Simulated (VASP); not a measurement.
# Mg9O8 (a cell with a defect) in VASP: a series of runs

The runs below take Mg9O8 (a cell with a defect) through single point, relaxation of the atoms, with PBE+D3(BJ).

Program: VASP 6.6.1. These are calculated values, not measurements. Logs are shortened: lines on timing, memory, paths and dates and some standing lists are left out, and cuts for length are marked.

**1. The cell of the first run**

The cell holds a defect, 17 atoms: a = 5.975 Å, b = 5.975 Å, c = 5.975 Å, α = 60.00°, β = 60.00°, γ = 60.00°.

**2. Single point, PBE+D3(BJ)**

Contents of INCAR:

```
PREC = Accurate ; ENCUT = 520
EDIFF = 1E-6 ; ISMEAR = 0
SIGMA = 0.02 ; LREAL = Auto
LASPH = T ; NELM = 80
ALGO = Normal ; ISIF = 2
LWAVE = F ; LCHARG = T
GGA = PE ; IVDW = 12
LELF = T ; LVHAR = T
NBANDS = 47
```

Contents of KPOINTS:

```
Automatic mesh
0
Gamma
  2 2 2
```

Contents of POSCAR:

```
Mg9O8
1.0
    0.0000000000      4.2250000000      4.2250000000
    4.2250000000      0.0000000000      4.2250000000
    4.2250000000      4.2250000000      0.0000000000
Mg O
9 8
Direct
   -0.0020436652     -0.0026729073      0.0037341969
   -0.0020407099     -0.0026582059      0.5008096433
    0.0022817487      0.4935685550      0.0019573863
    0.0745404624      0.4750561738      0.4750871194
    0.4946059682      0.0014200450      0.0018980626
    0.4749002822      0.0754387174      0.4747478897
    0.4830433058      0.4826371867      0.0553088223
    0.4828296661      0.4824633686      0.4789340821
    0.6378369067      0.6389894308      0.6112643367
    0.2427521835      0.2419711084      0.2419290481
    0.2426971567      0.2419486933      0.7731506113
    0.2445860225      0.7702545126      0.2424741950
    0.2510119313      0.7417959567      0.7535615419
    0.7707037262      0.2440249453      0.2425157814
    0.7424523967      0.2514255408      0.7530106540
    0.7487739757      0.7474050703      0.2311130283
    0.7485443724      0.7472701484      0.7725458006
```

Potentials or basis: VASP PAW PBE potentials, release 64 (Mg, O).

On the command line:

```bash
> cat potpaw_PBE.64/Mg/POTCAR potpaw_PBE.64/O/POTCAR > POTCAR
> mpirun -np 1 vasp_std > vasp.out
```

OUTCAR:

```text
PREC = Accurate
   ENCUT = 520
   EDIFF = 1E-6
   ISMEAR = 0
   LREAL = Auto
   LASPH = T
   NELM = 80
   ISIF = 2
   GGA = PE
   IVDW = 12
 IVDW          = 12

 ion  position               nearest neighbor table
   1  0.998  0.997  0.004-  12 2.05  14 2.05  11 2.07  16 2.11  13 2.14  15 2.14   2 2.97   3 2.97
                             5 2.97   4 2.99   6 2.99   7 3.00   7 3.00   5 3.00   3 3.00   2 3.00
   2  0.998  0.997  0.501-  12 2.05  14 2.05  10 2.07  17 2.11  13 2.14  15 2.14   1 2.97   3 2.97
                             5 2.97   4 2.99   6 2.99   8 3.00   8 3.00   5 3.00   3 3.00   1 3.00
   3  0.002  0.494  0.002-  11 2.03  10 2.03  14 2.03  16 2.04  17 2.04  13 2.10   5 2.94   1 2.97
                             2 2.97   7 2.99   8 2.99   2 3.00   1 3.00   4 3.01   4 3.01   8 3.01
   4  0.075  0.475  0.475-  12 2.00  11 2.01  10 2.01   9 2.13  15 2.37   6 2.39  17 2.42  16 2.42
                             8 2.47   7 2.47   1 2.99   2 2.99   3 3.01   3 3.01   2 3.03   1 3.03
   5  0.495  0.001  0.002-  10 2.03  11 2.03  12 2.03  16 2.04  17 2.05  15 2.10   3 2.94   1 2.97
                             2 2.97   7 2.99   8 2.99   2 3.00   1 3.00   6 3.01   6 3.01   8 3.01
   6  0.475  0.075  0.475-  14 2.00  11 2.00  10 2.00   9 2.13  13 2.38   4 2.39  17 2.43  16 2.43
                             8 2.47   7 2.47   1 2.99   2 2.99   5 3.01   5 3.01   2 3.03   1 3.03
   7  0.483  0.483  0.055-  12 2.03  14 2.03  10 2.06   9 2.17  17 2.24  15 2.26  13 2.27   6 2.47
                             4 2.47   8 2.53   5 2.99   3 2.99   1 3.00   1 3.00   3 3.01   5 3.01
   8  0.483  0.482  0.479-  12 2.03  14 2.03  11 2.06   9 2.17  16 2.25  15 2.27  13 2.27   6 2.47
                             4 2.47   7 2.53   5 2.99   3 2.99   2 3.00   2 3.00   3 3.01   5 3.01
   9  0.638  0.639  0.611-  16 1.86  17 1.86  13 1.89  15 1.90   6 2.13   4 2.13   8 2.17   7 2.17
                             1 3.38   2 3.38   5 3.47   5 3.47   3 3.48   3 3.48   2 3.54   1 3.55
  10  0.243  0.242  0.242-   6 2.00   4 2.01   3 2.03   5 2.03   7 2.06   2 2.07
  11  0.243  0.242  0.773-   6 2.00   4 2.01   3 2.03   5 2.03   8 2.06   1 2.07
  12  0.245  0.770  0.242-   4 2.00   8 2.03   7 2.03   5 2.03   1 2.05   2 2.05
  13  0.251  0.742  0.754-   9 1.89   3 2.10   1 2.14   2 2.14   7 2.27   8 2.27   6 2.38
  14  0.771  0.244  0.243-   6 2.00   7 2.03   8 2.03   3 2.03   1 2.05   2 2.05
  15  0.742  0.251  0.753-   9 1.90   5 2.10   1 2.14   2 2.14   7 2.26   8 2.27   4 2.37
  16  0.749  0.747  0.231-   9 1.86   3 2.04   5 2.04   1 2.11   8 2.25   4 2.42   6 2.43
  17  0.749  0.747  0.773-   9 1.86   3 2.04   5 2.05   2 2.11   7 2.24   4 2.42   6 2.43

  LATTYP: Found a face centered cubic cell.
 ALAT       =     8.4500000000

  Lattice vectors:

 A1 = (   0.0000000000,   4.2250000000,   4.2250000000)
 A2 = (   4.2250000000,   0.0000000000,   4.2250000000)
 A3 = (   4.2250000000,   4.2250000000,   0.0000000000)

Analysis of symmetry for initial positions (statically):
=====================================================================
 Subroutine PRICEL returns:
 Original cell was already a primitive cell.

 Routine SETGRP: Setting up the symmetry group for a
 face centered cubic supercell.

 Subroutine GETGRP returns: Found  1 space group operations
 (whereof  1 operations were pure point group operations)
 out of a pool of 48 trial point group operations.

The static configuration has the point symmetry C_1 .

Analysis of symmetry for dynamics (positions and initial velocities):
=====================================================================
 Subroutine PRICEL returns:
 Original cell was already a primitive cell.

 Routine SETGRP: Setting up the symmetry group for a
 face centered cubic supercell.

 Subroutine GETGRP returns: Found  1 space group operations
 (whereof  1 operations were pure point group operations)
 out of a pool of 48 trial point group operations.

The dynamic configuration has the point symmetry C_1 .

 Subroutine INISYM returns: Found  1 space group operations
 (whereof  1 operations are pure point group operations),
 and found     1 'primitive' translations

----------------------------------------------------------------------------------------

                                     Primitive cell

  volume of cell :     150.8378

  direct lattice vectors                    reciprocal lattice vectors
     0.000000000  4.225000000  4.225000000    -0.118343195  0.118343195  0.118343195
     4.225000000  0.000000000  4.225000000     0.118343195 -0.118343195  0.118343195
[... 50 lines left out ...]
 generate k-points for:    2    2    2

 Generating k-lattice:

  Cartesian coordinates                     Fractional coordinates (reciprocal lattice)
    -0.059171598  0.059171598  0.059171598     0.500000000  0.000000000  0.000000000
     0.059171598 -0.059171598  0.059171598     0.000000000  0.500000000  0.000000000
     0.059171598  0.059171598 -0.059171598     0.000000000  0.000000000  0.500000000

  Length of vectors
     0.102488213  0.102488213  0.102488213

  Shift w.r.t. Gamma in fractional coordinates (k-lattice)
     0.000000000  0.000000000  0.000000000

 Subroutine IBZKPT returns following result:
 ===========================================

 Found      8 irreducible k-points:

 Following reciprocal coordinates:
            Coordinates               Weight
  0.000000  0.000000  0.000000      1.000000
  0.500000  0.000000  0.000000      1.000000
  0.000000  0.500000  0.000000      1.000000
  0.000000  0.000000  0.500000      1.000000
  0.500000  0.500000  0.500000      1.000000
  0.500000  0.500000  0.000000      1.000000
  0.000000  0.500000  0.500000      1.000000
  0.500000  0.000000  0.500000      1.000000
   k-points           NKPTS =      8   k-points in BZ     NKDIM =      8   number of bands    NBANDS=     47
   number of dos      NEDOS =    301   number of ions     NIONS =     17
   total plane-waves  NPLWV = 110592
   dimension x,y,z NGX =    48 NGY =   48 NGZ =   48
   dimension x,y,z NGXF=    96 NGYF=   96 NGZF=   96
   ions per type =               9   8
   NGX,Y,Z   is equivalent  to a cutoff of  13.36, 13.36, 13.36 a.u.
   NGXF,Y,Z  is equivalent  to a cutoff of  26.71, 26.71, 26.71 a.u.
 SYSTEM =  unknown system
   PREC   = accura    normal or accurate (medium, high low for compatibility)
   ISTART =      0    job   : 0-new  1-cont  2-samecut
   ICHARG =      2    charge: 1-file 2-atom 10-const
   ISPIN  =      1    spin polarized calculation?
   LNONCOLLINEAR =      F non collinear calculations
   LSORBIT =      F    spin-orbit coupling
   LASPH  =      T    aspherical Exc in radial PAW
   ENCUT  =  520.0 eV  38.22 Ry    6.18 a.u.  11.11 11.11 11.11*2*pi/ulx,y,z
   NELM   =     80;   NELMIN=  2; NELMDL= -5     # of ELM steps
   EDIFF  = 0.1E-05   stopping-criterion for ELM
   LREAL  =      T    real-space projection
   EDIFFG = 0.1E-04   stopping-criterion for IOM
   NSW    =      0    number of steps for IOM
   IBRION =     -1    ionic relax: 0-MD 1-quasi-New 2-CG
   NFREE  =      0    steps in history (QN), initial steepest desc. (CG)
   ISIF   =      2    stress and relaxation
   ISYM   =      2    0-nonsym 1-usesym 2-fastsym
   POTIM  = 0.5000    time-step for ionic-motion
   TEBEG  =    0.0;   TEEND  =   0.0 temperature during run
   PSTRESS=    0.0 pullay stress
   NELECT =      66.0000    total number of electrons
   NUPDOWN=      -1.0000    fix difference up-down
   EMIN   =  10.00;   EMAX   =-10.00  energy-range for DOS
   EFERMI =   0.00;   METHOD = LEGACY
   ISMEAR =     0;   SIGMA  =   0.02  broadening in eV -4-tet -1-fermi 0-gaus
   EFERMI_NEDOS =   21; number of points for ismear=-14 and -15
   IALGO  =     38    algorithm
   IMIX   =      4    mixing-type and parameters
     AMIX     =   0.40;   BMIX     =  1.00
     AMIX_MAG =   1.60;   BMIX_MAG =  1.00
  volume/ion in A,a.u.               =       8.87        59.88
  Fermi-wavevector in a.u.,A,eV,Ry     =   1.242852  2.348650 21.016664  1.544681
  Thomas-Fermi vector in A             =   2.377188
   LORBIT       =      0    0 simple, 1 ext, 2 COOP (PROOUT), +10 PAW based schemes
   GGA     = PE    functional components
   LHFCALC =     F    Hartree Fock is set to
   AEXX    =    0.0000 exact exchange contribution
   IVDW    =    12    specifies the selected vdW correction
   LEPSILON=     F    determine dielectric tensor
   LRPA    =     F    only Hartree local field effects (RPA)
 non-spin polarized calculation
 Gauss-broadening in eV      SIGMA  =   0.02
  energy-cutoff  :      520.00
  volume of cell :      150.84
 maximum number of plane-waves:      4092
 NGX is ok and might be reduce to    48
   NGX = 23   NGY = 23   NGZ = 23

 number of electron      66.0000000 magnetization

 Free energy of the ion-electron system (eV)
  ---------------------------------------------------
  ext. energy  EPLUGINS =         0.00000000
  ---------------------------------------------------
  free energy    TOTEN  =       -82.13870459 eV

  energy without entropy =      -82.13869424  energy(sigma->0) =      -82.13869942

 E-fermi :  10.1476     XC(G=0): -11.3944

 val. band max:       10.1001506430   @ k =   0.0000   0.0000   0.0000
 cond. band min:      10.1965088421   @ k =   0.5000   0.5000   0.5000
 fundamental gap:      0.0963581991
 Fermi energy:        10.1476028122

 k-point     1 :       0.0000    0.0000    0.0000
  band No.  band energies     occupation
      1     -13.7471      2.00000
      2     -12.5230      2.00000
      3     -12.5130      2.00000
      4     -12.4396      2.00000
      5     -12.3958      2.00000
      6     -12.2079      2.00000
[... 373 lines left out ...]
     44      14.7438      0.00000
     45      14.8674      0.00000
 [bands above 45 left out]

------------------------ aborting loop because EDIFF is reached ----------------------------------------

 Edisp (eV)   -5.60662

 E8    (eV) :    -2.2249

  FORCE on cell =-STRESS in cart. coord.  units (eV):
  Direction    XX          YY          ZZ          XY          YZ          ZX
  --------------------------------------------------------------------------------------
  -------------------------------------------------------------------------------------
  Total      32.85964    32.85183    30.50004    -0.52042    -0.03732     0.05633
  in kB     349.03035   348.94749   323.96710    -5.52786    -0.39646     0.59830
  external pressure =      340.65 kB  Pullay stress =        0.00 kB

 VOLUME and BASIS-vectors are now :
 -----------------------------------------------------------------------------
  energy-cutoff  :      520.00
  volume of cell :      150.84
      direct lattice vectors                 reciprocal lattice vectors
     0.000000000  4.225000000  4.225000000    -0.118343195  0.118343195  0.118343195
     4.225000000  0.000000000  4.225000000     0.118343195 -0.118343195  0.118343195
     4.225000000  4.225000000  0.000000000     0.118343195  0.118343195 -0.118343195

 POSITION                                       TOTAL-FORCE (eV/Angst)
 -----------------------------------------------------------------------------------
      4.22948      4.23214      8.43007         0.007265      0.002892      0.012089
      6.32969      6.33230      8.43015        -0.003431     -0.008412      0.011460
      2.09360      0.01791      2.09497        -0.005147      0.007098     -0.014748
      4.01436      2.32218      2.32205        -0.010687      0.007171     -0.010202
      0.01402      2.09773      2.09571         0.005793     -0.005793     -0.009977
      2.32454      4.01226      2.32518         0.001852     -0.004809     -0.009979
[... 9 lines left out ...]
      4.13424      4.14002      6.32136        -0.036683     -0.027504      0.014216
      6.42122      6.42661      6.31982         0.024904      0.033882      0.016499
 -----------------------------------------------------------------------------------
    total drift:                               -0.002580      0.000333     -0.001993

  FREE ENERGIE OF THE ION-ELECTRON SYSTEM (eV)
  ---------------------------------------------------
  free  energy   TOTEN  =       -87.7453246920 eV

  energy  without entropy=      -87.7453143406  energy(sigma->0) =      -87.74531952
```

Wall time 2 min (1 thread of Intel Xeon Platinum 8488C (Sapphire Rapids), shared host); peak memory 0.33 GiB.

Results:

- Free energy: -87.7453 eV
- Pressure: 34.1 GPa
- Largest force: 0.048 eV/Å
- Band gap on the k mesh: zero (bands 33 and 34 overlap by 0.48 eV)
- Dispersion energy per atom: -0.330 eV

Forces on the atoms (eV/Å):
```
Mg   0.007  0.003  0.012
Mg  -0.003 -0.008  0.011
Mg  -0.005  0.007 -0.015
Mg  -0.011  0.007 -0.010
Mg   0.006 -0.006 -0.010
Mg   0.002 -0.005 -0.010
Mg  -0.008 -0.005  0.001
Mg   0.004  0.008  0.008
Mg  -0.003  0.010 -0.008
O    0.010 -0.006  0.019
O    0.009 -0.006  0.018
O   -0.009  0.012 -0.004
O    0.018 -0.022 -0.028
O    0.014 -0.009  0.003
O   -0.017  0.014 -0.018
O   -0.037 -0.028  0.014
O    0.025  0.034  0.016
```

Caveat: the k points lie up to 0.64 Å⁻¹ apart.

**3. Single point, PBE+D3(BJ)**

Contents of INCAR:

```
PREC = Accurate
ENCUT = 520
EDIFF = 1E-7
ISMEAR = 0
SIGMA = 0.02
LREAL = Auto
LASPH = T
NELM = 80
ALGO = Normal
ISIF = 2
LWAVE = F
LCHARG = T
GGA = PE
IVDW = 12
LELF = T
LVHAR = T
NBANDS = 47
```

Contents of KPOINTS:

```
regular mesh
0
Gamma
  2 2 2
```

Contents of POSCAR:

```
Mg9O8
1.0
    0.0000000000      4.2250000000      4.2250000000
    4.2250000000      0.0000000000      4.2250000000
    4.2250000000      4.2250000000      0.0000000000
Mg O
9 8
Direct
   -0.0020437870     -0.0026728994      0.0037342012
   -0.0020407101     -0.0026582249      0.5008097041
    0.0022817751      0.4935686391      0.0019572781
    0.0745405917      0.4750560947      0.4750871006
    0.4946060355      0.0014200000      0.0018981065
    0.4749003550      0.0754385799      0.4747479290
    0.4830433136      0.4826371598      0.0553088757
    0.4828297041      0.4824633136      0.4789340828
    0.6378369231      0.6389893491      0.6112643787
    0.2427521893      0.2419711243      0.2419289941
    0.2426971598      0.2419487574      0.7731506509
    0.2445859172      0.7702545562      0.2424742012
    0.2510119527      0.7417958580      0.7535615385
    0.7707036686      0.2440250888      0.2425157396
    0.7424523077      0.2514255621      0.7530106509
    0.7487739645      0.7474049704      0.2311131361
    0.7485443787      0.7472700592      0.7725457988
```

Potentials or basis: VASP PAW PBE potentials, release 64 (Mg, O).

On the command line:

```bash
> cat potpaw_PBE.64/Mg/POTCAR potpaw_PBE.64/O/POTCAR > POTCAR
> mpirun -np 1 vasp_std > vasp.out
```

Run time: 2.7 min. Hardware: 1 thread of Intel Xeon Platinum 8488C (Sapphire Rapids), shared host; peak memory 0.32 GiB.

It converged, with:

```yaml
Free_energy: -87.7453 eV
Pressure: 34.1 GPa
Largest_force: 0.046 eV/Å
Band_gap_on_the_k_mesh: zero (bands 33 and 34 overlap by 0.48 eV)
Dispersion_energy_per_atom: -0.330 eV
```

Forces in eV/Å, atoms in the order of the input:
```
Mg   0.007  0.003  0.012
Mg  -0.004 -0.009  0.011
Mg  -0.005  0.007 -0.015
Mg  -0.011  0.007 -0.010
Mg   0.006 -0.006 -0.010
Mg   0.002 -0.005 -0.010
Mg  -0.008 -0.005  0.001
Mg   0.004  0.008  0.008
Mg  -0.003  0.010 -0.008
O    0.010 -0.006  0.019
O    0.009 -0.006  0.018
O   -0.009  0.011 -0.004
O    0.017 -0.022 -0.028
O    0.014 -0.009  0.003
O   -0.017  0.014 -0.017
O   -0.035 -0.026  0.014
O    0.024  0.033  0.016
```

Stress tensor (GPa, compression positive):
```
34.93 -0.55  0.06
-0.55 34.92 -0.04
 0.06 -0.04 32.42
```

Levels at points of the mesh, in eV from the Fermi level:
```tsv
k point	band 30	band 31	band 32	band 33	band 34	band 35	band 36	band 37
(0.00, 0.00, 0.00)	-6.72	-6.70	-6.65	-2.41	-0.05	0.68	0.81	0.91
(0.50, 0.00, 0.00)	-6.99	-6.95	-6.93	-0.33	-0.18	1.27	1.67	2.19
(0.00, 0.50, 0.00)	-6.99	-6.96	-6.93	-0.32	-0.19	1.29	1.67	2.18
(0.00, 0.00, 0.50)	-7.03	-6.88	-6.87	-0.38	0.05	1.20	1.61	2.16
(0.50, 0.50, 0.50)	-7.02	-6.88	-6.87	-0.38	0.05	1.20	1.60	2.16
(0.50, 0.50, 0.00)	-7.26	-7.17	-7.09	0.17	0.70	1.48	1.69	2.37
(0.00, 0.50, 0.50)	-7.25	-7.17	-7.06	0.29	0.49	1.50	1.99	2.20
(0.50, 0.00, 0.50)	-7.25	-7.17	-7.06	0.29	0.49	1.50	1.99	2.20
```

Caveat: the k points lie up to 0.64 Å⁻¹ apart.

[end of part 1 of 2]
